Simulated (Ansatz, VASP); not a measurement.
# Sb: VASP beside Ansatz

The input INCAR:

```
SYSTEM = Sb
PREC = Accurate ; ENCUT = 520
EDIFF = 1E-7 ; ISMEAR = 0
SIGMA = 0.15 ; LREAL = .FALSE.
LASPH = .TRUE. ; NELM = 80
ALGO = Normal ; ISIF = 2
LWAVE = .FALSE. ; LCHARG = .TRUE.
GGA = PS ; LELF = .TRUE.
LVHAR = .TRUE. ; NBANDS = 8
```

Contents of KPOINTS:

```
Automatic mesh
0
G
  16 16 16
  0 0 0
```

File POSCAR:

```
Sb
1.0
    3.2390000000      0.0000000000      0.0000000000
    0.0000000000      3.2390000000      0.0000000000
    0.0000000000      0.0000000000      3.0810000000
Sb
1
Direct
    0.0000000000      0.0000000000      0.0000000000
```

Input for Ansatz:

```yaml
crystal:
  lattice:
    - [3.239, 0.0, 0.0]
    - [0.0, 3.239, 0.0]
    - [0.0, 0.0, 3.081]
  atoms:
    - { symbol: Sb, position: [0.0, 0.0, 0.0] }
basis:
  ecutwfc: 420
kpoints:
  mp_grid: { grid: [16, 16, 16] }
hamiltonian:
  xc: pbesol
scf:
  occupations: { method: gaussian, width: 0.15 }
output:
  forces: true
  stress: true
  eigenvalues: true
```

Change from the starting cell: strain +0.025 along x and y, -0.025 along z, atoms carried along.

Alike in both runs: task single point; functional PBEsol; k mesh 16 × 16 × 16; occupations gaussian, width 0.15 eV; no spin polarisation.

|  | VASP | Ansatz |
| --- | --- | --- |
| version | VASP 6.6.1 | Ansatz 0.2.0 |
| potentials or method | VASP PAW PBE potentials, release 64 (Sb), cutoff 520 eV | scalar-relativistic, plane waves, PAW |
| valence electrons in the cell | 5 | 15 |

```tsv
	VASP	Ansatz	Ansatz less VASP
gap on the k mesh at the Fermi level (eV)	none	none	-
pressure (GPa)	-5.5	-5.5	-0.03
traceless stress, the component that is largest in VASP (GPa)	2.37	2.34	-0.028
```

VASP's potentials were made for PBE, not for PBEsol. A gap of «none» marks a metal or a gap that the smearing closes. VASP's potentials hold 5 valence electrons a cell and Ansatz's 15, so a difference there can come from the potentials and not from the codes.

Spin-orbit coupling is off throughout.
